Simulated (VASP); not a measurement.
Wanted: the native input for a VASP 6.6.1 run.

| Item | Value |
| --- | --- |
| Task | single point |
| Functional | PBEsol |
| Potentials or basis | VASP PAW PBE potentials, release 64 (Cu, I) |
| Cutoff | 520 eV |
| k mesh | 6 × 6 × 6 |
| Occupations | gaussian, width 0.01 eV |
| Spin | no spin polarisation |
| Dipole correction | no |
| Further INCAR settings | ALGO = Normal; EDIFF = 1e-06; NBANDS = 16 |

The structure of CuI (Marshite) lies in POSCAR:

```
CuI
1.0
    2.9992361021      2.9992361021      0.0000000000
   -2.9992361021      2.9992361021      0.0000000000
    0.0000000000      2.9992361021      2.9517234510
Cu I
1 1
Direct
    0.7500000000      0.2500000000      0.5000000000
    0.0000000000      0.0000000000      0.0000000000
```

This cell differs from its parent crystal: in-plane strain +0.01.

One way to write it, as run:

INCAR

```
SYSTEM = CuI
PREC = Accurate
ENCUT = 520
EDIFF = 1E-6
ISMEAR = 0
SIGMA = 0.01
LREAL = .FALSE.
LASPH = .TRUE.
NELM = 60
ALGO = Normal
ISIF = 2
LWAVE = .FALSE.
LCHARG = .FALSE.
GGA = PS
NBANDS = 16
```

KPOINTS

```
regular mesh
0
G
  6 6 6
  0 0 0
```

Potentials or basis: VASP PAW PBE potentials, release 64 (Cu, I).

The run is started by

```sh
$ cat potpaw_PBE.64/Cu/POTCAR potpaw_PBE.64/I/POTCAR > POTCAR
$ mpirun -np 1 vasp_std > vasp.out
```

Results of the run:

```
Pressure               : -0.2 GPa
Band gap on the k mesh : 1.14 eV, direct
```

Caveat: the cell differs from its parent crystal (in-plane strain +0.01); the PAW data sets were made with another functional, which shifts forces and pressure a little; spin-orbit coupling is left out, which moves the levels of the heavy elements.

Wall time 9.3 s on 1 thread of Intel(R) Xeon(R) 6975P-C (Granite Rapids), on a shared host, peak memory 0.18 GiB.
